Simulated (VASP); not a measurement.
Runs of VASP 6.6.1 on GaAs. The structure is that of space group Fm-3m (No. 225), or close to it. The cells are those of the table. 

| task | level | cell | k mesh | grid for exact exchange (PRECFOCK) | screening parameter | gap on the mesh (eV) | pressure (GPa) |
| --- | --- | --- | --- | --- | --- | --- | --- |
| single point | PBE | a = 3.735 Å, angles 60.0°, 2 atoms | 9 × 9 × 9 | - | - | none | 5.3 |
| single point | PBE | a = 3.761 Å, angles 60.0°, 2 atoms | 9 × 9 × 9 | - | - | none | 3.3 |
| single point | HSE06 | a = 3.767 Å, angles 60.0°, 2 atoms | 5 × 5 × 5 | Normal | 0.2079 1/Å | none | (a) |
| single point | PBE | a = 3.787 Å, angles 60.0°, 2 atoms | 9 × 9 × 9 | - | - | none | 1.7 |
| electric field gradients | PBE | a = 3.813 Å, angles 60.0°, 2 atoms | 9 × 9 × 9 | - | - | none | (b) |

Alike in all rows: potentials or basis VASP PAW PBE potentials, release 64 (Ga_d, As); no spin polarisation; cutoff (eV) 520; smearing fermi-dirac 0.05 eV.

Problem. Fill in the values left out.

Solution. (a) 0.0; (b) 0.2.

Caveats: some runs use coarse meshes; the PAW data sets were made with another functional, which shifts forces and pressure a little (some runs).

A k mesh can miss the band edges, and the runs leave out spin-orbit coupling on As, Ga.

A gap of «none» marks levels without a gap at the run's occupations.
